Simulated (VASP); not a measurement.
# Ta4C in VASP: a series of runs, part 2 of 2

VASP 6.6.1.

**4. Single point, PBE**

File INCAR:

```
PREC = Accurate ; ENCUT = 520
EDIFF = 1E-7 ; ISMEAR = 0
SIGMA = 0.1 ; LREAL = F
LASPH = T ; NELM = 80
ALGO = Normal ; ISIF = 2
LWAVE = F ; LCHARG = F
LDIPOL = T ; IDIPOL = 3
DIPOL = 0.5 0.5 0.359 ; GGA = PE
NBANDS = 32
```

File KPOINTS:

```
regular mesh
0
Gamma
  8 8 1
```

File POSCAR:

```
Ta4C
1.0
    3.3189671341      0.0000000000      0.0000000000
    0.0000000000      3.3189671341      0.0000000000
    0.0000000000      0.0000000000     20.2996559613
Ta C
4 1
Direct
    0.5000000000      0.5000000000      0.1970476745
    0.0000000000      0.0000000000      0.2787970189
    0.5000000000      0.5000000000      0.3599139055
    0.0000000000      0.0000000000      0.4334879359
    0.0000000000      0.1250000000      0.5256690380
```

Potentials or basis: VASP PAW PBE potentials, release 64 (Ta_pv, C).

Run with:

```
$ cat potpaw_PBE.64/Ta_pv/POTCAR potpaw_PBE.64/C/POTCAR > POTCAR
$ mpirun -np 1 vasp_std > vasp.out
```

OUTCAR:

```text
PREC = Accurate
   ENCUT = 520
   EDIFF = 1E-7
   ISMEAR = 0
   LREAL = F
   LASPH = T
   NELM = 80
   ISIF = 2
   GGA = PE

 ion  position               nearest neighbor table
   1  0.500  0.500  0.197-   2 2.87   2 2.87   2 2.87   2 2.87   3 3.31
   2  0.000  0.000  0.279-   3 2.87   3 2.87   3 2.87   3 2.87   1 2.87   1 2.87   1 2.87   1 2.87
                             4 3.14
   3  0.500  0.500  0.360-   4 2.78   4 2.78   4 2.78   4 2.78   2 2.87   2 2.87   2 2.87   2 2.87
                             1 3.31
   4  0.000  0.000  0.433-   5 1.92   3 2.78   3 2.78   3 2.78   3 2.78   2 3.14
   5  0.000  0.125  0.526-   4 1.92

  LATTYP: Found a simple tetragonal cell.
 ALAT       =     3.3189671341
 C/A-ratio  =     6.1162569984

  Lattice vectors:

 A1 = (   3.3189671341,   0.0000000000,   0.0000000000)
 A2 = (   0.0000000000,   3.3189671341,   0.0000000000)
 A3 = (   0.0000000000,   0.0000000000,  20.2996559613)

Analysis of symmetry for initial positions (statically):
=====================================================================
 Subroutine PRICEL returns:
 Original cell was already a primitive cell.

 Routine SETGRP: Setting up the symmetry group for a
 simple tetragonal supercell.

 Subroutine GETGRP returns: Found  2 space group operations
 (whereof  2 operations were pure point group operations)
 out of a pool of 16 trial point group operations.

The static configuration has the point symmetry C_1h.

Analysis of symmetry for dynamics (positions and initial velocities):
=====================================================================
 Subroutine PRICEL returns:
 Original cell was already a primitive cell.

 Routine SETGRP: Setting up the symmetry group for a
 simple tetragonal supercell.

 Subroutine GETGRP returns: Found  2 space group operations
 (whereof  2 operations were pure point group operations)
 out of a pool of 16 trial point group operations.

The dynamic configuration has the point symmetry C_1h.

 Subroutine INISYM returns: Found  2 space group operations
 (whereof  2 operations are pure point group operations),
 and found     1 'primitive' translations

----------------------------------------------------------------------------------------

                                     Primitive cell

  volume of cell :     223.6117

  direct lattice vectors                    reciprocal lattice vectors
     3.318967134  0.000000000  0.000000000     0.301298555  0.000000000  0.000000000
     0.000000000  3.318967134  0.000000000     0.000000000  0.301298555  0.000000000
     0.000000000  0.000000000 20.299655961     0.000000000  0.000000000  0.049261919

  length of vectors
     3.318967134  3.318967134 20.299655961     0.301298555  0.301298555  0.049261919

  position of ions in fractional coordinates (direct lattice)
     0.500000000  0.500000000  0.197047674
     0.000000000  0.000000000  0.278797019
     0.500000000  0.500000000  0.359913906
     0.000000000  0.000000000  0.433487936
     0.000000000  0.125000000  0.525669038

  ion indices of the primitive-cell ions
   primitive index   ion index
                 1           1
                 2           2
                 3           3
                 4           4
                 5           5
[... 51 lines left out ...]
  0.500000  0.375000  0.000000      2.000000
 -0.375000  0.500000  0.000000      2.000000
   k-points           NKPTS =     25   k-points in BZ     NKDIM =     25   number of bands    NBANDS=     32
   number of dos      NEDOS =    301   number of ions     NIONS =      5
   total plane-waves  NPLWV = 125440
   dimension x,y,z NGX =    28 NGY =   28 NGZ =  160
   dimension x,y,z NGXF=    56 NGYF=   56 NGZF=  320
   ions per type =               4   1
   NGX,Y,Z   is equivalent  to a cutoff of  14.03, 14.03, 13.10 a.u.
   NGXF,Y,Z  is equivalent  to a cutoff of  28.05, 28.05, 26.21 a.u.
 SYSTEM =  unknown system
   PREC   = accura    normal or accurate (medium, high low for compatibility)
   ISTART =      0    job   : 0-new  1-cont  2-samecut
   ICHARG =      2    charge: 1-file 2-atom 10-const
   ISPIN  =      1    spin polarized calculation?
   LNONCOLLINEAR =      F non collinear calculations
   LSORBIT =      F    spin-orbit coupling
   LASPH  =      T    aspherical Exc in radial PAW
   ENCUT  =  520.0 eV  38.22 Ry    6.18 a.u.   6.17  6.17 37.74*2*pi/ulx,y,z
   NELM   =     80;   NELMIN=  2; NELMDL= -5     # of ELM steps
   EDIFF  = 0.1E-06   stopping-criterion for ELM
   LREAL  =      F    real-space projection
   EDIFFG = 0.1E-05   stopping-criterion for IOM
   NSW    =      0    number of steps for IOM
   IBRION =     -1    ionic relax: 0-MD 1-quasi-New 2-CG
   NFREE  =      0    steps in history (QN), initial steepest desc. (CG)
   ISIF   =      2    stress and relaxation
   ISYM   =      2    0-nonsym 1-usesym 2-fastsym
   POTIM  = 0.5000    time-step for ionic-motion
   TEBEG  =    0.0;   TEEND  =   0.0 temperature during run
   PSTRESS=    0.0 pullay stress
   NELECT =      48.0000    total number of electrons
   NUPDOWN=      -1.0000    fix difference up-down
   EMIN   =  10.00;   EMAX   =-10.00  energy-range for DOS
   EFERMI =   0.00;   METHOD = LEGACY
   ISMEAR =     0;   SIGMA  =   0.10  broadening in eV -4-tet -1-fermi 0-gaus
   EFERMI_NEDOS =   21; number of points for ismear=-14 and -15
   IALGO  =     38    algorithm
   IMIX   =      4    mixing-type and parameters
     AMIX     =   0.40;   BMIX     =  1.00
     AMIX_MAG =   1.60;   BMIX_MAG =  1.00
  volume/ion in A,a.u.               =      44.72       301.80
  Fermi-wavevector in a.u.,A,eV,Ry     =   0.980220  1.852348 13.072912  0.960832
  Thomas-Fermi vector in A             =   2.111134
   LORBIT       =      0    0 simple, 1 ext, 2 COOP (PROOUT), +10 PAW based schemes
   GGA     = PE    functional components
   LHFCALC =     F    Hartree Fock is set to
   AEXX    =    0.0000 exact exchange contribution
   IVDW    =     0    specifies the selected vdW correction
   LEPSILON=     F    determine dielectric tensor
   LRPA    =     F    only Hartree local field effects (RPA)
 non-spin polarized calculation
 Gauss-broadening in eV      SIGMA  =   0.10
  energy-cutoff  :      520.00
  volume of cell :      223.61
 maximum number of plane-waves:      6059
 NGX is ok and might be reduce to    28
   NGX = 13   NGY = 13   NGZ = 75

 dipolmoment           0.000000      0.000000     -0.033352 electrons x Angstroem

 number of electron      47.9999996 magnetization

 dipolmoment           0.000000      0.000000      0.171855 electrons x Angstroem

 Free energy of the ion-electron system (eV)
  ---------------------------------------------------
  ext. energy  EPLUGINS =         0.00000000
  ---------------------------------------------------
  free energy    TOTEN  =       -48.39901558 eV

  energy without entropy =      -48.35884415  energy(sigma->0) =      -48.37892986

 E-fermi :  -1.3037     XC(G=0):  -5.7006

 val. band max:       -1.3145579527   @ k =  -0.2500   0.5000   0.0000
 cond. band min:      -1.2912471288   @ k =   0.0000   0.5000   0.0000
 fundamental gap:      0.0233108239
 Fermi energy:        -1.3036520223

 k-point     1 :       0.0000    0.0000    0.0000
  band No.  band energies     occupation
      1     -36.3020      2.00000
      2     -36.1168      2.00000
      3     -36.1148      2.00000
      4     -35.4633      2.00000
      5     -35.3852      2.00000
      6     -35.3848      2.00000
[... 829 lines left out ...]
     31       2.4353      0.00000
     32       2.8034      0.00000

 [... further k-points ...]

------------------------ aborting loop because EDIFF is reached ----------------------------------------

 vacuum level on the upper side and lower side of the slab       (xc-potential included)         1.254        -1.570

  FORCE on cell =-STRESS in cart. coord.  units (eV):
  Direction    XX          YY          ZZ          XY          YZ          ZX
  --------------------------------------------------------------------------------------
  -------------------------------------------------------------------------------------
  Total       -3.1366583     -3.6739961      0.2937051      0.0000000      1.1616980      0.0000000
  in kB      -22.4741466    -26.3241703      2.1043964      0.0000000      8.3235622      0.0000000
  external PRESSURE =     -15.5646402 kB  Pullay stress =       0.0000000 kB

 VOLUME and BASIS-vectors are now :
 -----------------------------------------------------------------------------
  energy-cutoff  :      520.00
  volume of cell :      223.61
      direct lattice vectors                 reciprocal lattice vectors
     3.318967134  0.000000000  0.000000000     0.301298555  0.000000000  0.000000000
     0.000000000  3.318967134  0.000000000     0.000000000  0.301298555  0.000000000
     0.000000000  0.000000000 20.299655961     0.000000000  0.000000000  0.049261919

 POSITION                                       TOTAL-FORCE (eV/Angst)
 -----------------------------------------------------------------------------------
      1.65948      1.65948      4.00000         0.000000      0.017702      1.224297
      0.00000      0.00000      5.65948         0.000000      0.060738     -1.310471
      1.65948      1.65948      7.30613         0.000000      0.199222     -1.263592
      0.00000      0.00000      8.79966         0.000000     -1.204835      1.250237
      0.00000      0.41487     10.67090         0.000000      0.927173      0.099528
 -----------------------------------------------------------------------------------
    total drift:                               -0.000000      0.000037     -0.000063

  FREE ENERGIE OF THE ION-ELECTRON SYSTEM (eV)
  ---------------------------------------------------
  free  energy   TOTEN  =       -48.3990155760 eV

  energy  without entropy=      -48.3588441521  energy(sigma->0) =      -48.37892986

 vacuum level on the upper side and lower side of the slab         5.346         2.454
```

OSZICAR:

```text
N       E                     dE             d eps       ncg     rms          rms(c)
DAV:   1     0.348707227008E+03    0.34871E+03   -0.26466E+04  2016   0.130E+03
DAV:   2    -0.356178392816E+02   -0.38433E+03   -0.37302E+03  1920   0.334E+02
DAV:   3    -0.532816036830E+02   -0.17664E+02   -0.16622E+02  2056   0.622E+01
[... 23 lines left out ...]
DAV:  27    -0.483990109159E+02   -0.11622E-04   -0.47083E-07  1536   0.245E-03    0.120E-03
DAV:  28    -0.483990137657E+02   -0.28498E-05   -0.11381E-07  1456   0.130E-03    0.105E-03
DAV:  29    -0.483990154345E+02   -0.16688E-05   -0.15844E-07  1440   0.150E-03    0.216E-04
DAV:  30    -0.483990155399E+02   -0.10542E-06   -0.20103E-08  1392   0.626E-04    0.158E-04
DAV:  31    -0.483990155760E+02   -0.36093E-07   -0.63245E-09  1240   0.313E-04
   1 F= -.48399016E+02 E0= -.48378930E+02  d E =-.401714E-01
```

Run time: 5.2 min. Hardware: 1 thread of Intel Xeon 6975P-C (Granite Rapids), shared host; peak memory 0.41 GiB.

Results:

| Quantity | Value |
| --- | --- |
| Free energy | -48.3990 eV |
| Largest force | 1.736 eV/Å |
| Band gap on the k mesh | zero (bands 24 and 25 overlap by 0.46 eV) |

Forces on the atoms (eV/Å):
```
Ta   0.000  0.018  1.224
Ta   0.000  0.061 -1.310
Ta   0.000  0.199 -1.264
Ta   0.000 -1.205  1.250
C    0.000  0.927  0.100
```

Caveat: spin-orbit coupling is left out, which moves the levels of the heavy elements.

**5. The runs side by side**

| cell | gap on the mesh (eV) | largest force (eV/Å) |
| --- | --- | --- |
| as given, atomic positions A | none | 2.74 |
| as given, atomic positions B | none | 3.60 |
| as given, atomic positions C | none | 1.74 |

Alike in all rows: task single point; level PBE; potentials or basis VASP PAW PBE potentials, release 64 (Ta_pv, C); no spin polarisation; k mesh 8 × 8 × 1; cutoff (eV) 520; smearing gaussian 0.1 eV.

Caveats: spin-orbit coupling is left out, which moves the levels of the heavy elements.

Total energies depend on the potentials used, so only differences within one code and one set of settings carry meaning.
